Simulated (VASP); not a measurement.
Input of a VASP 6.6.1 run:

File INCAR:

```
AGGAC = 1.0
AGGAX = 1.0
ALDAC = 0.0
ALDAX = 1.0
ALGO = Normal
EDIFF = 1E-6
ENCUT = 520
GGA = B5
ISIF = 2
ISMEAR = -1
LASPH = True
LCHARG = True
LELF = True
LREAL = False
LVHAR = True
LWAVE = False
NBANDS = 12
NELM = 100
PREC = Accurate
SIGMA = 0.1
```

Contents of KPOINTS:

```
k-points
0
Gamma
  12 12 12
```

Contents of POSCAR:

```
Zr
1.0
    2.8390610329      0.0000000000      0.0000000000
    0.0000000000      2.8390610329      0.0000000000
    0.0000000000      0.0000000000      2.8390610329
Zr
1
Direct
    0.0000000000      0.0000000000      0.0000000000
```

Potentials or basis: VASP PAW PBE potentials, release 64 (Zr_sv).

Run with:

```sh
$ cat potpaw_PBE.64/Zr_sv/POTCAR > POTCAR
$ mpirun -np 1 vasp_std > vasp.out
```

What does it give for the pressure?

10.2 GPa.

Predict the band gap on the k mesh.

zero (band 6 reaches 10.47 eV, above the bottom of band 7 at 7.45 eV).

Caveat: the PAW data sets were made with another functional, which shifts forces and pressure a little.
